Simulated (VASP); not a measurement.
Input of a VASP 6.6.1 run:

INCAR

```
SYSTEM = CaSe
PREC = Accurate
ENCUT = 520
EDIFF = 1E-6
ISMEAR = -1
SIGMA = 0.02
LREAL = .False.
LASPH = .True.
NELM = 60
ALGO = Normal
ISIF = 2
LWAVE = .False.
LCHARG = .False.
GGA = PE
NBANDS = 15
```

KPOINTS

```
regular mesh
0
Gamma
  8 8 8
  0 0 0
```

Contents of POSCAR:

```
CaSe
1.0
    0.0000000000      3.0862365148      2.9283868856
    3.0862365148      0.0000000000      2.9283868856
    3.0862365148      3.0862365148      0.0000000000
Ca Se
1 1
Direct
    0.0000000000      0.0000000000      0.0000000000
    0.5000000000      0.5000000000      0.5000000000
```

Potentials or basis: VASP PAW PBE potentials, release 64 (Ca_sv, Se).

The run is started by

```bash
$ cat potpaw_PBE.64/Ca_sv/POTCAR potpaw_PBE.64/Se/POTCAR > POTCAR
$ mpirun -np 1 vasp_std > vasp.out
```

(1) What does it give for the pressure?

(2) Predict the band gap on the k mesh.

Answers

(1) -1.9 GPa.

(2) 2.17 eV, indirect (least direct gap 2.88 eV).

Caveat: the cell differs from its parent crystal (epitaxial xy strain +4.0%).
